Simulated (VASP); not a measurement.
A run of VASP 6.6.1 is set up as follows.

The input INCAR:

```
ALGO = Normal
EDIFF = 1E-7
ENCUT = 520
GGA = PE
ISIF = 2
ISMEAR = -1
LASPH = True
LCHARG = False
LREAL = False
LWAVE = False
NBANDS = 14
NELM = 60
PREC = Accurate
SIGMA = 0.02
```

The input KPOINTS:

```
k-points
0
Gamma
  8 8 8
```

The input POSCAR:

```
NaCl
1.0
    3.4477833838      0.0000000000      0.0000000000
    0.0000000000      3.4477833838      0.0000000000
    0.0000000000      0.0000000000      3.4610495336
Na Cl
1 1
Direct
    0.0000000000      0.0000000000      0.0000000000
    0.5000000000      0.5000000000      0.5000000000
```

Potentials or basis: VASP PAW PBE potentials, release 64 (Na_pv, Cl).

The run is started by

```sh
$ cat potpaw_PBE.64/Na_pv/POTCAR potpaw_PBE.64/Cl/POTCAR > POTCAR
$ mpirun -np 1 vasp_std > vasp.out
```

Problem. Predict the band gap on the k mesh.

Solution. 4.12 eV (least direct gap 4.64 eV).

Problem. What does it give for the pressure?

Solution. 1.3 GPa.

Stress tensor (GPa, compression positive):
```
1.41 0.00 0.00
0.00 1.41 0.00
0.00 0.00 1.09
```

Caveat: the cell differs from its parent crystal (epitaxial xy strain -0.3%). A k mesh can miss the band edges.
